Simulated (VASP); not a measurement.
Input of a VASP 6.6.1 run:

The input POSCAR:

```
MnO
1.0
    0.0000000000      2.2386359976      2.2386359976
    2.2386359976      0.0000000000      2.2386359976
    2.2386359976      2.2386359976      0.0000000000
Mn O
1 1
Direct
    0.0000000000      0.0000000000      0.0000000000
    0.5000000000      0.5000000000      0.5000000000
```

Contents of INCAR.step1:

```
PREC = Accurate
ENCUT = 520
ISMEAR = -1
SIGMA = 0.05
LREAL = False
LASPH = True
NELM = 150
ISPIN = 2
MAGMOM = 4 0
LMAXMIX = 4
NBANDS = 20
GGA = PE
ALGO = Normal
EDIFF = 1E-4
LWAVE = True
LCHARG = False
```

File INCAR.step2:

```
PREC = Accurate
ENCUT = 520
EDIFF = 1E-7
ISMEAR = -1
SIGMA = 0.05
LREAL = False
LASPH = True
NELM = 150
ALGO = Normal
ISIF = 2
LWAVE = False
LCHARG = False
ISPIN = 2
MAGMOM = 4 0
LORBIT = 11
LMAXMIX = 4
METAGGA = R2SCAN
LMIXTAU = True
NBANDS = 20
ISTART = 1
```

File KPOINTS:

```
regular mesh
0
Gamma
  10 10 10
```

Potentials or basis: VASP PAW PBE potentials, release 64 (Mn_pv, O).

Command:

```sh
$ cat potpaw_PBE.64/Mn_pv/POTCAR potpaw_PBE.64/O/POTCAR > POTCAR
$ cp INCAR.step1 INCAR
$ mpirun -np 1 vasp_std > vasp.out
$ cp INCAR.step2 INCAR
$ mpirun -np 1 vasp_std > vasp.out
```

**Question.** Estimate the net moment.

**Answer.** 5.00 μB per cell.

**Question.** What does it give for the band gap on the k mesh?

**Answer.** Zero (filled and empty bands overlap).

**Question.** Estimate the site moments.

**Answer.** Mn +4.55; O +0.23 μB.

**Question.** Estimate the pressure.

**Answer.** -2.7 GPa.

Caveat: the PAW data sets were made with another functional, which shifts forces and pressure a little; a cell with one magnetic atom can't hold antiferromagnetic order, which such compounds often take; semilocal functionals often make such compounds metallic where correlation or magnetic order opens a gap, which also shifts bond lengths. With open d or f shells a metallic result of r2SCAN can be an artefact of self-interaction; +U or a hybrid may open a gap.
